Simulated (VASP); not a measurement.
Here is a VASP 6.6.1 calculation.

File INCAR:

```
PREC = Accurate ; ENCUT = 520
EDIFF = 1E-7 ; ISMEAR = 0
SIGMA = 0.1 ; LREAL = F
LASPH = T ; NELM = 100
ALGO = Fast ; ISIF = 2
LWAVE = F ; LCHARG = T
GGA = PE ; LELF = T
LVHAR = T ; NBANDS = 43
```

Contents of KPOINTS:

```
Automatic mesh
0
Gamma
  6 3 3
```

Contents of POSCAR:

```
Ca3B
1.0
    0.0043816442      0.0000825079      3.6933127481
    8.6803709764     -1.5887434128     -0.0088085023
   -5.7123177568      8.5161597235      0.0051603085
Ca B
6 2
Direct
    0.2499896427      0.7332383573      0.5710787638
    0.7500153590      0.2450809935      0.7484852580
    0.2500236933      0.2675014633      0.1007481058
    0.7500108844      0.2667585732      0.4289095878
    0.2499754313      0.7549681086      0.2515682567
    0.7499920045      0.7324850822      0.8992358592
    0.2499831430      0.4178199927      0.6896756757
    0.7500098418      0.5821474293      0.3102984930
```

Potentials or basis: VASP PAW PBE potentials, release 64 (Ca_sv, B).

The run is started by

```bash
$ cat potpaw_PBE.64/Ca_sv/POTCAR potpaw_PBE.64/B/POTCAR > POTCAR
$ mpirun -np 1 vasp_std > vasp.out
```

Task: Predict the band gap on the k mesh.

Result: Zero (bands 33 and 34 overlap by 0.70 eV).

Task: Estimate the pressure.

Result: 0.0 GPa.

Task: Estimate the largest force.

Result: 0.026 eV/Å.

Stress tensor (GPa, compression positive):
```
 0.12 -0.06  0.00
-0.06  0.01  0.00
 0.00  0.00 -0.01
```
